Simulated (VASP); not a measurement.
Runs of VASP 6.6.1 on BiSe3. The structure is that of space group Pm-3m (No. 221), or close to it. The cells are those of the table. 

```csv
task,cell,k mesh,cutoff (eV),gap on the mesh (eV),pressure (GPa),relaxed volume (Å³/atom)
relaxation of cell and atoms,"relaxed from a = 4.832 Å, 4 atoms",4 × 4 × 4,600,none,0.0,(a)
single point,"a = 4.541 Å, 4 atoms",10 × 10 × 10,520,none,0.0,-
relaxation of cell and atoms,"relaxed from a = 4.553 Å, 4 atoms",10 × 10 × 10,600,none,0.0,23.42
single point,"a = 4.553 Å, 4 atoms",4 × 4 × 4,520,none,0.0,-
single point,"a = 4.832 Å, 4 atoms",4 × 4 × 4,520,none,-7.5,-
```

Alike in all rows: level PBE; potentials or basis VASP PAW PBE potentials, release 64 (Bi_d, Se); no spin polarisation; smearing gaussian 0.1 eV.

Problem. Fill in the values left out.

Solution. (a) 23.59.

Caveats: spin-orbit coupling is left out, which moves the levels of the heavy elements; the volume moved by over 15 % at a fixed basis, so the end points are rough (some runs).

A k mesh can miss the band edges, and the runs leave out spin-orbit coupling on Bi, Se.

A gap of «none» marks levels without a gap at the run's occupations.
